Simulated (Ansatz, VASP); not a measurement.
# Two plane-wave programs on Sn

Contents of INCAR:

```
PREC = Accurate ; ENCUT = 520
EDIFF = 1E-7 ; ISMEAR = -1
SIGMA = 0.05 ; LREAL = F
LASPH = T ; NELM = 80
ALGO = Normal ; ISIF = 2
LWAVE = F ; LCHARG = F
NBANDS = 21
```

The input KPOINTS:

```
Automatic mesh
0
Gamma
  7 7 7
```

POSCAR

```
Sn
1.0
    0.0000000000      3.1673376916      3.1673376916
    3.1673376916      0.0000000000      3.1673376916
    3.1673376916      3.1673376916      0.0000000000
Sn
2
Direct
    0.7500000000      0.7500000000      0.7500000000
    0.5000000000      0.5000000000      0.5000000000
```

Contents of input.yaml:

```yaml
crystal:
  lattice:
    - [0.0, 3.1673376916, 3.1673376916]
    - [3.1673376916, 0.0, 3.1673376916]
    - [3.1673376916, 3.1673376916, 0.0]
  atoms:
    - { symbol: Sn, position: [0.75, 0.75, 0.75] }
    - { symbol: Sn, position: [0.5, 0.5, 0.5] }
hamiltonian:
  xc: lda
  pseudopotentials: { kind: paw }
kpoints:
  mp_grid: { grid: [7, 7, 7] }
scf:
  occupations: { method: fermi_dirac, width: 0.05 }
output:
  forces: true
  stress: true
  eigenvalues: true
  write_density: true
  write_potential: true
  elf: true
  volumetric_format: npy
```

Alike in both runs: task single point; functional LDA; k mesh 7 × 7 × 7; occupations fermi-dirac, width 0.05 eV; no spin polarisation.

|  | VASP | Ansatz |
| --- | --- | --- |
| version | VASP 6.6.1 | Ansatz 0.2.0 |
| potentials or method | VASP PAW LDA potentials, release 64 (Sn_d) | Ansatz PAW |
| plane-wave cutoff (eV) | 520 | 420 |
| valence electrons in the cell | 28 | 28 |

|  | VASP | Ansatz | Ansatz less VASP |
| --- | --- | --- | --- |
| gap on the k mesh at the Fermi level (eV) | none | none | - |
| pressure (GPa) | 3.5 | 3.5 | -0.03 |

LDA's correlation is that of Perdew and Zunger in VASP and of Perdew and Wang (1992) in Ansatz. A gap of «none» marks a metal or a gap that the smearing closes.
